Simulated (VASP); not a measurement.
# AlGaN2 (P-4m2) in VASP: further runs, part 2 of 2

VASP 6.6.1.

### 3 Single point, r2SCAN

This run uses another cell than the first one, of the same volume but with other edges.

File POSCAR:

```
AlGaN2
1.0
    2.8778610319      0.0000000000      0.0000000000
    0.0000000000      2.8778610319      0.0000000000
    0.0000000000      0.0000000000      5.2694033572
Al Ga N
1 1 2
Direct
    0.5000000000      0.5000000000      0.5000000000
    0.0000000000      0.0000000000      0.0000000000
    0.5000000000      0.0000000000      0.7382648100
    0.0000000000      0.5000000000      0.2617351900
```

File INCAR.step1:

```
  PREC = Accurate
  ENCUT = 1460
  ISMEAR = 0
  SIGMA = 0.05
  LREAL = False
  LASPH = True
  NELM = 120
  NBANDS = 21
  GGA = PE
  ALGO = Normal
  EDIFF = 1E-5
  LWAVE = True
  LCHARG = False
  GGA_COMPAT = False
```

File INCAR.step2:

```
  PREC = Accurate
  ENCUT = 1460
  EDIFF = 1E-6
  ISMEAR = 0
  SIGMA = 0.05
  LREAL = False
  LASPH = True
  NELM = 120
  ALGO = Normal
  ISIF = 2
  LWAVE = False
  LCHARG = True
  METAGGA = R2SCAN
  LMIXTAU = True
  LELF = True
  LVHAR = True
  NBANDS = 21
  ISTART = 1
  GGA_COMPAT = False
```

File KPOINTS:

```
Automatic mesh
0
Gamma
  8 8 6
```

Potentials or basis: VASP PAW PBE potentials, release 64 (Al, Ga_d, N_h).

On the command line:

```sh
$ cat potpaw_PBE.64/Al/POTCAR potpaw_PBE.64/Ga_d/POTCAR potpaw_PBE.64/N_h/POTCAR > POTCAR
$ cp INCAR.step1 INCAR
$ mpirun -np 1 vasp_std > vasp.out
$ cp INCAR.step2 INCAR
$ mpirun -np 1 vasp_std > vasp.out
```

OUTCAR:

```text
PREC = Accurate
   ENCUT = 1460
   EDIFF = 1E-6
   ISMEAR = 0
   LREAL = False
   LASPH = True
   NELM = 120
   ISIF = 2
   METAGGA = R2SCAN
   ISTART = 1

 ion  position               nearest neighbor table
   1  0.500  0.500  0.500-   3 1.91   4 1.91   3 1.91   4 1.91
   2  0.000  0.000  0.000-   3 1.99   4 1.99   4 1.99   3 1.99
   3  0.500  0.000  0.738-   1 1.91   1 1.91   2 1.99   2 1.99
   4  0.000  0.500  0.262-   1 1.91   1 1.91   2 1.99   2 1.99

  LATTYP: Found a simple tetragonal cell.
 ALAT       =     2.8778610319
 C/A-ratio  =     1.8310138324

  Lattice vectors:

 A1 = (   2.8778610319,   0.0000000000,   0.0000000000)
 A2 = (   0.0000000000,   2.8778610319,   0.0000000000)
 A3 = (   0.0000000000,   0.0000000000,   5.2694033572)

Analysis of symmetry for initial positions (statically):
=====================================================================
 Subroutine PRICEL returns:
 Original cell was already a primitive cell.

 Routine SETGRP: Setting up the symmetry group for a
 simple tetragonal supercell.

 Subroutine GETGRP returns: Found  8 space group operations
 (whereof  8 operations were pure point group operations)
 out of a pool of 16 trial point group operations.

The static configuration has the point symmetry D_2d.

Analysis of symmetry for dynamics (positions and initial velocities):
=====================================================================
 Subroutine PRICEL returns:
 Original cell was already a primitive cell.

 Routine SETGRP: Setting up the symmetry group for a
 simple tetragonal supercell.

 Subroutine GETGRP returns: Found  8 space group operations
 (whereof  8 operations were pure point group operations)
 out of a pool of 16 trial point group operations.

The dynamic configuration has the point symmetry D_2d.

 Subroutine INISYM returns: Found  8 space group operations
 (whereof  8 operations are pure point group operations),
[... 117 lines left out ...]
   IALGO  =     38    algorithm
   IMIX   =      4    mixing-type and parameters
     AMIX     =   0.40;   BMIX     =  1.00
     AMIX_MAG =   1.60;   BMIX_MAG =  1.00
  volume/ion in A,a.u.               =      10.91        73.63
  Fermi-wavevector in a.u.,A,eV,Ry     =   1.377523  2.603141 25.818009  1.897570
  Thomas-Fermi vector in A             =   2.502669
   LORBIT       =      0    0 simple, 1 ext, 2 COOP (PROOUT), +10 PAW based schemes
   METAGGA = R2SCAN    functional components
   LHFCALC =     F    Hartree Fock is set to
   AEXX    =    0.0000 exact exchange contribution
   IVDW    =     0    specifies the selected vdW correction
   LEPSILON=     F    determine dielectric tensor
   LRPA    =     F    only Hartree local field effects (RPA)
 non-spin polarized calculation
 Gauss-broadening in eV      SIGMA  =   0.05
  energy-cutoff  :     1460.00
  volume of cell :       43.64
 maximum number of plane-waves:      5568
 NGX is ok and might be reduce to    36

 number of electron      25.9999999 magnetization

 Free energy of the ion-electron system (eV)
  ---------------------------------------------------
  ext. energy  EPLUGINS =         0.00000000
  ---------------------------------------------------
  free energy    TOTEN  =       -39.76606245 eV

  energy without entropy =      -39.76606245  energy(sigma->0) =      -39.76606245

 E-fermi :   6.8463     XC(G=0): -12.1148

 val. band max:        6.5788561132   @ k =   0.3750   0.0000   0.0000
 cond. band min:       8.5246135657   @ k =   0.0000   0.0000   0.0000
 fundamental gap:      1.9457574524
 Fermi energy:         6.8462554691

 k-point     1 :       0.0000    0.0000    0.0000
  band No.  band energies     occupation
      1     -10.4206      2.00000
      2      -9.1162      2.00000
      3      -7.7912      2.00000
      4      -7.7882      2.00000
      5      -7.7882      2.00000
      6      -7.7303      2.00000
[... 565 lines left out ...]
     20      19.6066      0.00000
     21      20.2355      0.00000

 [... further k-points ...]

------------------------ aborting loop because EDIFF is reached ----------------------------------------

  FORCE on cell =-STRESS in cart. coord.  units (eV):
  Direction    XX          YY          ZZ          XY          YZ          ZX
  --------------------------------------------------------------------------------------
  -------------------------------------------------------------------------------------
  Total        5.0012534      5.0012534    -12.7844371      0.0000000      0.0000000      0.0000000
  in kB      183.6066322    183.6066322   -469.3438288      0.0000000      0.0000000      0.0000000
  external PRESSURE =     -34.0435215 kB  Pullay stress =       0.0000000 kB

 VOLUME and BASIS-vectors are now :
 -----------------------------------------------------------------------------
  energy-cutoff  :     1460.00
  volume of cell :       43.64
      direct lattice vectors                 reciprocal lattice vectors
     2.877861032  0.000000000  0.000000000     0.347480295  0.000000000  0.000000000
     0.000000000  2.877861032  0.000000000     0.000000000  0.347480295  0.000000000
     0.000000000  0.000000000  5.269403357     0.000000000  0.000000000  0.189774806

 POSITION                                       TOTAL-FORCE (eV/Angst)
 -----------------------------------------------------------------------------------
      1.43893      1.43893      2.63470        -0.000000     -0.000000      0.000000
      0.00000      0.00000      0.00000         0.000000      0.000000      0.000000
      1.43893      0.00000      3.89022        -0.000000      0.000000      0.261147
      0.00000      1.43893      1.37919        -0.000000      0.000000     -0.261147
 -----------------------------------------------------------------------------------
    total drift:                                0.000000     -0.000000     -0.000000

  FREE ENERGIE OF THE ION-ELECTRON SYSTEM (eV)
  ---------------------------------------------------
  free  energy   TOTEN  =       -39.7660624499 eV

  energy  without entropy=      -39.7660624499  energy(sigma->0) =      -39.76606245
```

OUTCAR.step1:

```text
PREC = Accurate
   ENCUT = 1460
   ISMEAR = 0
   LREAL = False
   LASPH = True
[... 805 lines left out ...]
      1.43893      1.43893      2.63470        -0.000000     -0.000000      0.000000
      0.00000      0.00000      0.00000         0.000000      0.000000      0.000000
      1.43893      0.00000      3.89022        -0.000000      0.000000      0.235418
      0.00000      1.43893      1.37919        -0.000000      0.000000     -0.235418
 -----------------------------------------------------------------------------------
    total drift:                                0.000000     -0.000000     -0.000000

  FREE ENERGIE OF THE ION-ELECTRON SYSTEM (eV)
  ---------------------------------------------------
  free  energy   TOTEN  =       -25.7827489610 eV

  energy  without entropy=      -25.7827489610  energy(sigma->0) =      -25.78274896
```

It took 5.6 min on 1 thread of Intel Xeon 6975P-C (Granite Rapids), shared host; peak memory 0.51 GiB.

What came out:

| Property | Result |
| --- | --- |
| Free energy | -39.7661 eV |
| Pressure | -3.4 GPa |
| Largest force | 0.261 eV/Å |
| Band gap on the k mesh | 1.95 eV (least direct gap 2.07 eV) |

Forces on the atoms (eV/Å):
```
Al   0.000  0.000  0.000
Ga   0.000  0.000  0.000
N    0.000  0.000  0.261
N    0.000  0.000 -0.261
```

Levels at points of the mesh, in eV from the valence-band top:
```tsv
k point	band 9	band 10	band 11	band 12	band 13	band 14	band 15	band 16	band 17	band 18
(0.00, 0.00, 0.00)	-2.09	-1.54	-1.54	-0.12	-0.12	1.95	4.78	9.66	10.68	11.40
(0.50, 0.00, 0.00)	-5.66	-4.82	-4.62	-0.48	-0.05	6.03	6.15	7.52	8.63	10.68
(0.50, 0.50, 0.00)	-4.99	-3.57	-3.57	-3.45	-3.42	2.80	2.80	4.65	7.75	10.77
(0.00, 0.00, 0.50)	-4.99	-1.14	-1.14	-0.63	-0.63	4.76	5.39	6.61	9.39	11.52
(0.50, 0.00, 0.50)	-6.98	-2.78	-2.64	-0.47	-0.02	3.08	4.11	9.38	9.61	11.20
(0.50, 0.50, 0.50)	-4.70	-4.46	-3.92	-3.92	-3.88	4.93	4.93	7.30	7.30	7.39
```

Caveat: the stress differs along the axes, from -47 to 18 GPa; the PAW data sets were made with another functional, which shifts forces and pressure a little.
